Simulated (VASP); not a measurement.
The system is ScBiTe3.

```
CELL_PARAMETERS angstrom
2.86677 -3.38828 0.00000
2.86677 3.38828 0.00000
0.00000 0.00000 9.42267
ATOMIC_POSITIONS crystal
Sc 0.00000 0.00000 0.50000
Bi 0.50000 0.50000 0.00000
Te 0.50000 0.50000 0.33899
Te 0.50000 0.50000 0.66101
Te 0.00000 0.00000 0.00000
```

The cell was generated, and may not be a known phase.

| Property | Result |
| --- | --- |
| Program | VASP 6.6.1 |
| Task | relaxation of cell and atoms |
| Functional | PBE |
| Potentials or basis | VASP PAW PBE potentials, release 64 (Sc_sv, Bi_d, Te) |
| Cutoff | 600 eV |
| k mesh | 4 × 4 × 2 |
| Occupations | gaussian, width 0.1 eV |
| Spin | no spin polarisation |

At the start: pressure -2.2 GPa; volume 36.61 Å³/atom.

Question: How do energy, volume and symmetry change on relaxing?

Answer: Over 10 steps the energy falls by 151.8 meV/atom and the volume is 33.12 Å³/atom (-9.5 %); space group Cmmm (No. 65, to 0.1 Å) before, P4/mmm (No. 123, to 0.1 Å).

Step by step:
```tsv
step	energy change (eV)	largest force (eV/Å)	pressure (GPa)	volume (Å³)
1	0.0000	0.1304	-2.19	183.05
2	-0.6187	0.1214	-0.95	169.68
3	-0.7327	0.1671	0.30	163.90
4	-0.7367	0.1820	0.78	162.28
5	-0.7370	0.1789	0.64	162.70
6	-0.7484	0.0999	-0.19	165.82
7	-0.7484	0.1040	-0.17	165.69
8	-0.7553	0.0635	-0.11	165.86
9	-0.7588	0.0148	-0.06	166.05
10	-0.7591	0.0033	0.06	165.62
```

Final structure:
```
Sc Bi Te
1.0
     2.95952   -2.96408    0.00000
     2.95952    2.96408    0.00000
     0.00000    0.00000    9.44001
Sc Bi Te
1 1 3
Direct
  0.00000 0.00000 0.50000
  0.50000 0.50000 0.00000
  0.50000 0.50000 0.33504
  0.50000 0.50000 0.66496
  0.00000 0.00000 0.00000
```
